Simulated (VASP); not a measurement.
Runs of VASP 6.6.1 on SnN2F2. It takes space group C2/m (No. 12, monoclinic). The conventional cell has a = 8.794 Å, b = 5.294 Å, c = 3.737 Å, α = 90.00°, β = 109.59°, γ = 90.00°. Within 3.1 Å of Sn (site symmetry 2/m) lie 4 F at 2.35 Å and 4 N at 2.71 Å. N (site symmetry m) has 1 N at 1.12 Å within 1.5 Å. Within 3.3 Å of F (site symmetry m) lie 2 Sn at 2.35 Å and 4 N at 2.55 to 3.20 Å and 3 F at 2.86 to 3.29 Å. 

```csv
k mesh,gap on the mesh (eV),pressure (GPa),largest force (eV/Å)
6 × 6 × 8,0.96,0.0,1.31
6 × 6 × 6,0.96,0.0,1.31
2 × 2 × 2,(a),0.5,1.49
4 × 4 × 6,0.96,0.0,1.32
4 × 4 × 4,0.96,0.0,1.32
```

Alike in all rows: task single point; level LDA; potentials or basis VASP PAW LDA potentials, release 64 (Sn_d, N, F); no spin polarisation; cell as given; cutoff (eV) 520; smearing gaussian 0.01 eV.

Question: Estimate the missing entries.

Answer: (a) 0.93.

Caveats: some runs use coarse meshes; the standard files for N, O and F lose accuracy on very short bonds; spin-orbit coupling is left out, which moves the levels of the heavy elements; forces of over 1 eV/Å act on the atoms, so gaps and moduli don't describe the material at rest.

A k mesh can miss the band edges, and the runs leave out spin-orbit coupling on Sn.
